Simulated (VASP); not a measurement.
NdAs3Pb2:

```
Nd As Pb
1.0
     5.95148    0.00000    0.00000
    -2.97574    5.15413    0.00000
     0.00000    0.00000    5.63213
Nd As Pb
1 3 2
Direct
  0.00000 0.00000 0.10270
  0.00000 0.50000 0.01221
  0.50000 0.00000 0.01221
  0.50000 0.50000 0.01221
  0.66667 0.33333 0.51533
  0.33333 0.66667 0.51533
```

The cell was generated, and may not be a known phase.

| Property | Result |
| --- | --- |
| Program | VASP 6.6.1 |
| Task | relaxation of cell and atoms |
| Functional | PBE |
| Potentials or basis | VASP PAW PBE potentials, release 64 (Nd_3, As, Pb_d), 4f in core |
| Cutoff | 500 eV |
| k mesh | 6 × 6 × 8 |
| Occupations | gaussian, width 0.1 eV |
| Spin | no spin polarisation |

At the start: pressure 0.1 GPa; volume 28.79 Å³/atom.

Where does the relaxation end?

Over 19 steps the energy falls by 8.6 meV/atom and the volume is 28.13 Å³/atom (-2.3 %); space group P6mm (No. 183, to 0.1 Å) before and after.

The path:
```tsv
step	energy change (eV)	largest force (eV/Å)	pressure (GPa)	volume (Å³)
1	0.0000	0.1435	0.10	172.76
2	-0.0019	0.1197	-0.08	173.21
3	-0.0025	0.0948	-0.27	173.66
4	-0.0038	0.0947	-0.20	173.32
5	-0.0063	0.0936	0.00	172.32
6	-0.0046	0.0863	0.43	170.32
7	-0.0067	0.0923	0.13	171.69
8	-0.0085	0.0987	0.15	171.58
9	-0.0140	0.1137	0.18	171.24
10	-0.0250	0.1175	0.24	170.56
11	-0.0336	0.1585	0.35	169.17
12	-0.0383	0.1359	-0.17	170.53
13	-0.0385	0.1319	-0.26	170.78
14	-0.0428	0.1073	-0.10	170.12
15	-0.0454	0.0982	0.16	169.14
16	-0.0493	0.0583	-0.02	169.36
17	-0.0511	0.0058	-0.23	169.65
18	-0.0517	0.0159	0.13	168.28
19	-0.0519	0.0084	0.00	168.76
```

Final structure:
```
CELL_PARAMETERS angstrom
5.80692 0.00000 0.00000
-2.90346 5.02894 0.00000
0.00000 0.00000 5.77900
ATOMIC_POSITIONS crystal
Nd 0.00000 0.00000 0.17203
As 0.00000 0.50000 0.99523
As 0.50000 0.00000 0.99523
As 0.50000 0.50000 0.99523
Pb 0.66667 0.33333 0.50613
Pb 0.33333 0.66667 0.50613
```
